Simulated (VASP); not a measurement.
# TaC5: relaxation of cell and atoms with PBE

The system is TaC5.

```
Ta C
1.0
     2.56308   -3.95209    0.00000
     2.56308    3.95209    0.00000
     0.00000    0.00000    4.31409
Ta C
1 5
Direct
  0.50000 0.50000 0.00000
  0.71565 0.28435 0.00000
  0.28435 0.71565 0.00000
  0.00000 0.50000 0.49171
  0.50000 0.00000 0.50829
  0.00000 0.00000 0.00000
```

The cell was generated, and may not be a known phase.

```
Program                : VASP 6.6.1
Task                   : relaxation of cell and atoms
Functional             : PBE
Potentials or basis    : VASP PAW PBE potentials, release 64 (Ta_pv, C)
Cutoff                 : 600 eV
k mesh                 : 4 × 4 × 4
Occupations            : gaussian, width 0.1 eV
Spin                   : no spin polarisation
Dipole correction      : no
Further INCAR settings : ALGO = Normal; EDIFF = 1e-06; IBRION = 2; EDIFFG = -0.04; NSW = 90; ISIF = 3
```

```json
{"Relaxed volume": "10.39 Å³/atom", "Relaxed cell": "a = 4.738 Å, b = 4.738 Å, c = 3.285 Å, α = 90.00°, β = 90.00°, γ = 122.32°", "Space group after relaxing (to 0.1 Å)": "C222 (No. 21)", "Energy gained by relaxing": "3179.0 meV/atom", "Ionic steps": "43", "Pressure after relaxing": "-0.2 GPa", "Largest force after relaxing": "0.009 eV/Å", "Band gap on the k mesh": "zero (an odd number of electrons rules out a gap without spin polarisation)"}
```

Forces in eV/Å, atoms in the order of the input:
```
Ta   0.000  0.000  0.000
C    0.000  0.009  0.000
C    0.000 -0.009  0.000
C    0.000  0.000 -0.008
C    0.000  0.000  0.008
C    0.000  0.000  0.000
```

Stress tensor (GPa, compression positive):
```
-0.37  0.00  0.00
 0.00  0.17  0.00
 0.00  0.00 -0.26
```

Step by step:
| step | energy change (eV) | largest force (eV/Å) | pressure (GPa) | volume (Å³) |
| --- | --- | --- | --- | --- |
| 1 | 0.0000 | 11.3685 | -0.71 | 87.40 |
| 3 | -4.9780 | 0.6141 | -32.46 | 84.28 |
| 5 | -8.4892 | 2.6916 | -0.63 | 58.54 |
| 7 | -10.9498 | 1.4352 | 25.36 | 50.15 |
| 9 | -11.8429 | 7.7967 | 22.79 | 50.78 |
| 11 | -14.1116 | 3.0360 | -18.06 | 55.65 |
| 13 | -14.8382 | 2.1952 | -16.89 | 55.22 |
| 15 | -15.0306 | 1.5766 | -8.22 | 53.83 |
| 17 | -15.3930 | 2.6530 | 9.30 | 51.42 |
| 19 | -15.8235 | 2.6109 | 13.60 | 50.60 |
| 21 | -15.2327 | 2.1222 | 77.24 | 45.98 |
| 23 | -16.8742 | 2.1353 | 23.67 | 49.56 |
| 25 | -17.8725 | 2.9491 | 10.31 | 53.66 |
| 27 | -18.5085 | 2.2596 | -5.43 | 59.57 |
| 29 | -19.0012 | 0.9941 | -5.74 | 63.19 |
| 31 | -19.0568 | 0.1294 | 0.52 | 61.71 |
| 33 | -19.0644 | 0.2934 | -0.98 | 62.02 |
| 35 | -19.0672 | 0.1145 | -0.06 | 61.86 |
| 37 | -19.0683 | 0.0874 | 0.24 | 61.85 |
| 39 | -19.0726 | 0.1058 | 0.24 | 62.11 |
| 41 | -19.0733 | 0.1453 | 0.21 | 62.22 |
| 43 | -19.0739 | 0.0091 | -0.15 | 62.31 |

Final structure:
```
Ta C
1.0
     2.28542   -4.15042    0.00000
     2.28542    4.15042    0.00000
     0.00000    0.00000    3.28452
Ta C
1 5
Direct
  0.50000 0.50000 0.00000
  0.83360 0.16640 0.00000
  0.16640 0.83360 0.00000
  0.00000 0.50000 0.14296
  0.50000 0.00000 0.85704
  0.00000 0.00000 0.00000
```

Levels at points of the mesh, in eV from the Fermi level:
```csv
k point,band 12,band 13,band 14,band 15,band 16,band 17,band 18,band 19
"(0.00, 0.00, 0.00)",-2.82,-1.34,0.03,0.06,0.42,1.55,1.61,1.84
"(0.50, 0.00, 0.00)",-3.09,-2.20,-2.05,-1.63,-0.33,1.35,2.14,2.29
"(0.50, 0.50, 0.00)",-3.81,-2.14,-1.43,-1.40,-1.18,1.53,2.15,2.20
"(0.00, 0.00, 0.50)",-1.88,-1.77,-1.59,-1.47,0.49,1.72,2.02,2.24
"(0.50, 0.00, 0.50)",-3.63,-2.91,-2.32,-0.16,0.68,1.04,1.77,2.05
"(0.50, 0.50, 0.50)",-3.80,-2.81,-2.20,-1.15,0.69,1.14,2.30,2.31
```

Run time: 9.3 min on 1 thread of Intel(R) Xeon(R) 6975P-C (Granite Rapids) (shared host), peak memory 0.27 GiB.

Caveat: the k points lie up to 0.48 Å⁻¹ apart in the final cell, too coarse for converged energies and pressures of a metal; the volume moved by over 15 % at a fixed basis, so the end points are rough; spin-orbit coupling is left out, which moves the levels of the heavy elements.
